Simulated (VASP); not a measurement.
Runs of VASP 6.6.1 on Ba. The structure is cubic, space group Im-3m (No. 229). The conventional cell has a = 4.758 Å, b = 4.758 Å, c = 4.758 Å, α = 90.00°, β = 90.00°, γ = 90.00°. Ba (site symmetry m-3m) has 14 Ba at 4.12 to 4.76 Å within 5.4 Å. 

| k mesh | smearing | gap on the mesh (eV) | pressure (GPa) |
| --- | --- | --- | --- |
| 9 × 9 × 9 | fermi-dirac 0.01 eV | none | 0.1 |
| 9 × 9 × 9 | fermi-dirac 0.1 eV | none | 0.1 |
| 2 × 2 × 2 | fermi-dirac 0.1 eV | none | (a) |
| 9 × 9 × 9 | methfessel-paxton 0.03 eV | none | 0.1 |
| 9 × 9 × 9 | methfessel-paxton 0.3 eV | none | 0.0 |
| 9 × 9 × 9 | fermi-dirac 1 eV | none | 2.0 |
| 9 × 9 × 9 | methfessel-paxton 0.2 eV | none | 0.0 |

Alike in all rows: task single point; level LDA; potentials or basis VASP PAW LDA potentials, release 64 (Ba_sv); no spin polarisation; cell as given; cutoff (eV) 520.

Task: Fill in the values left out.

Result: (a) -5.7.

Caveats: some runs use coarse meshes; spin-orbit coupling is left out, which moves the levels of the heavy elements.

A k mesh can miss the band edges, and the runs leave out spin-orbit coupling on Ba.

A gap of «none» marks levels without a gap at the run's occupations.
